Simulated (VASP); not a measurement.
RbZn, 2 atoms in the cell. Symmetry: F-43m, No. 216, cubic system. The conventional cell has a = 6.268 Å, b = 6.268 Å, c = 6.268 Å, α = 90.00°, β = 90.00°, γ = 90.00°. Rb (site symmetry -43m) has 4 Zn at 2.71 Å within 3.6 Å. Within 3.6 Å of Zn (site symmetry -43m) lie 4 Rb at 2.71 Å. 

```yaml
Program: VASP 6.6.1
Task: relaxation of cell and atoms
Functional: PBE
Potentials_or_basis: VASP PAW PBE potentials, release 64 (Rb_sv, Zn)
Cutoff: 600 eV
k_mesh: 6 × 6 × 6
Occupations: gaussian, width 0.1 eV
Spin: no spin polarisation
Dipole_correction: no
Further_INCAR_settings: ALGO = Normal; EDIFF = 1e-07; IBRION = 2; EDIFFG = -0.04; NSW = 90; ISIF = 3
```

Potentials or basis: VASP PAW PBE potentials, release 64 (Rb_sv, Zn).

Command:

```sh
$ cat potpaw_PBE.64/Rb_sv/POTCAR potpaw_PBE.64/Zn/POTCAR > POTCAR
$ mpirun -np 1 vasp_std > vasp.out
```

Hardware: 1 thread of Intel(R) Xeon(R) Platinum 8559C (Emerald Rapids) (shared host).

Task: Estimate the wall time of this run.

Result: Run time: 42 s on 1 thread of Intel(R) Xeon(R) Platinum 8559C (Emerald Rapids), with other jobs on the host, peak memory 0.22 GiB. Counts: scf iterations 60, k points 16, ion steps 5.
